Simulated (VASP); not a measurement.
Set up this calculation in VASP 6.6.1, as the native input.

```yaml
Task: single point
Functional: PBEsol
Potentials_or_basis: VASP PAW PBE potentials, release 64 (Sb, In_d)
Cutoff: 520 eV
k_mesh: 5 × 5 × 5
Occupations: gaussian, width 0.01 eV
Spin: no spin polarisation
Dipole_correction: no
Further_INCAR_settings: ALGO = Normal; EDIFF = 1e-07; NBANDS = 30
```

The structure of In3Sb lies in POSCAR:

```
In3Sb
1.0
    4.4993701538      0.0000000000      0.0000000000
    0.0000000000      4.4993701538      0.0000000000
    0.0000000000      0.0000000000      4.4993701538
Sb In
1 3
Direct
    0.0000000000      0.0000000000      0.0000000000
    0.0000000000      0.5000000000      0.5000000000
    0.5000000000      0.0000000000      0.5000000000
    0.5000000000      0.5000000000      0.0000000000
```

The input as run:

INCAR

```
  PREC = Accurate
  ENCUT = 520
  EDIFF = 1E-7
  ISMEAR = 0
  SIGMA = 0.01
  LREAL = False
  LASPH = True
  NELM = 100
  ALGO = Normal
  ISIF = 2
  LWAVE = False
  LCHARG = True
  GGA = PS
  LELF = True
  LVHAR = True
  NBANDS = 30
```

KPOINTS

```
regular mesh
0
Gamma
  5 5 5
```

Potentials or basis: VASP PAW PBE potentials, release 64 (Sb, In_d).

Run with:

```console
$ cat potpaw_PBE.64/Sb/POTCAR potpaw_PBE.64/In_d/POTCAR > POTCAR
$ mpirun -np 1 vasp_std > vasp.out
```

It gave:

```json
{
  "Pressure": "10.0 GPa",
  "Band gap on the k mesh": "zero (band 22 reaches 10.19 eV, above the bottom of band 23 at 7.35 eV)"
}
```

Caveat: the PAW data sets were made with another functional, which shifts forces and pressure a little; spin-orbit coupling is left out, which moves the levels of the heavy elements.

Wall time 21 s on 1 thread of AMD EPYC 7R13 Processor (Zen 3), on a shared host, peak memory 0.18 GiB.
